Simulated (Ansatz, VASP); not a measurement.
**Tl in VASP and in Ansatz**

```xyz
2
Lattice="0.0000 3.2492 3.2492 3.2492 0.0000 3.2492 3.2492 3.2492 0.0000" Properties=species:S:1:pos:R:3 pbc="T T T"
Tl    3.2492    3.2492    3.2492
Tl    4.8738    4.8738    4.8738
```

Alike in both runs: task relaxation of cell and atoms; functional r2SCAN; k mesh 4 × 4 × 4; occupations gaussian, width 0.1 eV; no spin polarisation.

|  | VASP | Ansatz |
| --- | --- | --- |
| version | VASP 6.6.1 | Ansatz 0.2.0 |
| potentials or method | VASP PAW PBE potentials, release 64 (Tl_d), cutoff 600 eV | scalar-relativistic, plane waves, PAW |
| valence electrons in the cell | 26 | 26 |

```tsv
	VASP	Ansatz	Ansatz less VASP
gap on the k mesh at the Fermi level, each at its own relaxed structure (eV)	none	none	-
relaxed volume (Å³/atom)	41.12	40.69	-0.439
relaxed cell length with the largest relative difference (Å)	4.881	4.864	-0.0174
```

VASP's potentials were made for PBE, not for r2SCAN. A gap of «none» marks a metal or a gap that the smearing closes.

The k mesh is coarse, so the values compare programs but aren't converged. Neither program's run includes spin-orbit coupling. Noted on VASP's run: the volume moved by over 15 % at a fixed basis, so the end points are rough.
